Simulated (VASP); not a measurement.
Here is a VASP 6.6.1 calculation.

File INCAR:

```
  PREC = Accurate
  ENCUT = 520
  EDIFF = 1E-7
  ISMEAR = 0
  SIGMA = 0.01
  LREAL = False
  LASPH = True
  NELM = 150
  ALGO = Normal
  ISIF = 2
  LWAVE = False
  LCHARG = False
  MAGMOM = 0 0 0 0 0 0 0 0 0 0 0 0
  LORBIT = 11
  LSORBIT = True
  GGA_COMPAT = False
  LORBMOM = True
  GGA = PS
  NBANDS = 30
```

KPOINTS

```
Automatic mesh
0
Gamma
  9 9 6
```

POSCAR

```
Si
1.0
    3.8438634368      0.0000000000      0.0000000000
   -1.9219317184      3.3288833850      0.0000000000
    0.0000000000      0.0000000000      6.3126789988
Si
4
Direct
    0.3333333333      0.6666666667     -0.0004601551
    0.6666666667      0.3333333333      0.4995398449
    0.3333333333      0.6666666667      0.3744601551
    0.6666666667      0.3333333333      0.8744601551
```

Potentials or basis: VASP PAW PBE potentials, release 64 (Si).

Run with:

```sh
$ cat potpaw_PBE.64/Si/POTCAR > POTCAR
$ mpirun -np 1 vasp_ncl > vasp.out
```

(1) What does it give for the pressure?

(2) Predict the net moment.

## Answers

(1) -0.6 GPa.

(2) 0.00 μB per cell.

Caveat: the PAW data sets were made with another functional, which shifts forces and pressure a little.
